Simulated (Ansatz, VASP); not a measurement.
**Two plane-wave programs on NaI**

INCAR

```
PREC = Accurate
ENCUT = 520
EDIFF = 1E-6
ISMEAR = -1
SIGMA = 0.02
LREAL = False
LASPH = True
NELM = 60
ALGO = Normal
ISIF = 2
LWAVE = False
LCHARG = True
GGA = PE
LELF = True
LVHAR = True
NBANDS = 14
```

KPOINTS

```
regular mesh
0
Gamma
  6 6 6
```

Contents of POSCAR:

```
NaI
1.0
    0.0000000000      3.5431916810      3.5431916810
    3.6370862606      0.0000000000      3.5431916810
    3.6370862606      3.5431916810      0.0000000000
Na I
1 1
Direct
    0.0000000000      0.0000000000      0.0000000000
    0.2500000000      0.2500000000      0.2500000000
```

Input for Ansatz:

```yaml
crystal:
  lattice:
    - [0.0, 3.543191681, 3.543191681]
    - [3.6370862606, 0.0, 3.543191681]
    - [3.6370862606, 3.543191681, 0.0]
  atoms:
    - { symbol: Na, position: [0.0, 0.0, 0.0] }
    - { symbol: I, position: [0.25, 0.25, 0.25] }
kpoints:
  mp_grid: { grid: [6, 6, 6] }
  band_path:
    path:
      - [0.0, 0.0, 0.0]
      - [-0.5, -0.5, 0.0]
      - [-0.375, -0.375, 0.25]
      - [-0.375, 0.0, 0.375]
      - [0.0, 0.0, 0.5]
      - [-0.5, -0.25, 0.25]
    npoints: 1
hamiltonian:
  xc: pbe
scf:
  occupations: { method: fermi_dirac, width: 0.02 }
  n_extra_bands: 4
output:
  forces: true
  stress: true
  eigenvalues: true
```

Change from the starting cell: uniaxial_x strain +2.6%.

Alike in both runs: task single point; functional PBE; k mesh 6 × 6 × 6; occupations fermi-dirac, width 0.02 eV; no spin polarisation.

```csv
,VASP,Ansatz
version,VASP 6.6.1,Ansatz 0.2.0
potentials or method,"VASP PAW PBE potentials, release 64 (Na_pv, I)","plane waves, PAW"
plane-wave cutoff (eV),520,420
valence electrons in the cell,14,26
```

```csv
,VASP,Ansatz,Ansatz less VASP
gap on the k mesh at the Fermi level (eV),3.77,3.77,+0.003
pressure (GPa),0.1,0.1,-0.01
```

VASP's potentials hold 14 valence electrons a cell and Ansatz's 26, so a difference there can come from the potentials and not from the codes.

Spin-orbit coupling is off throughout.
